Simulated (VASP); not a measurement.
Wanted: the native input for a VASP 6.6.1 run.

| Item | Value |
| --- | --- |
| Task | relaxation of cell and atoms |
| Functional | PBE |
| Potentials or basis | VASP PAW PBE potentials, release 64 (Na_pv, Hf_pv) |
| Cutoff | 600 eV |
| k mesh | 6 × 6 × 4 |
| Occupations | gaussian, width 0.1 eV |
| Spin | no spin polarisation |
| Dipole correction | no |
| Further INCAR settings | ALGO = Normal; EDIFF = 1e-06; IBRION = 2; EDIFFG = -0.04; NSW = 90; ISIF = 3 |

The structure of NaHf2 lies in POSCAR:

```
NaHf2
1.0
    3.9150395665      0.0000000000      0.0000000000
   -1.9575197832      3.3905237214      0.0000000000
    0.0000000000      0.0000000000      4.2272021897
Na Hf
1 2
Direct
    0.0000000000      0.0000000000      0.0000000000
    0.3333333333      0.6666666667      0.5000000000
    0.6666666667      0.3333333333      0.5000000000
```

These files were run (other wordings do the same):

INCAR

```
SYSTEM = NaHf2
PREC = Accurate ; ENCUT = 600
EDIFF = 1E-6 ; ISMEAR = 0
SIGMA = 0.1 ; LREAL = .False.
LASPH = .True. ; NELM = 100
ALGO = Normal ; ISIF = 3
LWAVE = .False. ; LCHARG = .False.
GGA = PE ; IBRION = 2
NSW = 90 ; EDIFFG = -0.04
```

KPOINTS

```
regular mesh
0
Gamma
  6 6 4
  0 0 0
```

Potentials or basis: VASP PAW PBE potentials, release 64 (Na_pv, Hf_pv).

The run is started by

```console
$ cat potpaw_PBE.64/Na_pv/POTCAR potpaw_PBE.64/Hf_pv/POTCAR > POTCAR
$ mpirun -np 1 vasp_std > vasp.out
```

It gave:

* Relaxed volume: 23.83 Å³/atom
* Relaxed cell: a = 5.407 Å, b = 5.407 Å, c = 2.823 Å, α = 90.00°, β = 90.00°, γ = 120.00°
* Space group after relaxing (to 0.05 Å): P6/mmm (No. 191)
* Energy gained by relaxing: 2254.4 meV/atom
* Ionic steps: 13
* Pressure after relaxing: 0.0 GPa

Caveat: the k points lie up to 0.56 Å⁻¹ apart in the final cell; the volume moved by over 15 % at a fixed basis, so the end points are rough.

Run time: 2.1 min on 1 thread of Intel(R) Xeon(R) Platinum 8488C (Sapphire Rapids) (shared host), peak memory 0.21 GiB.
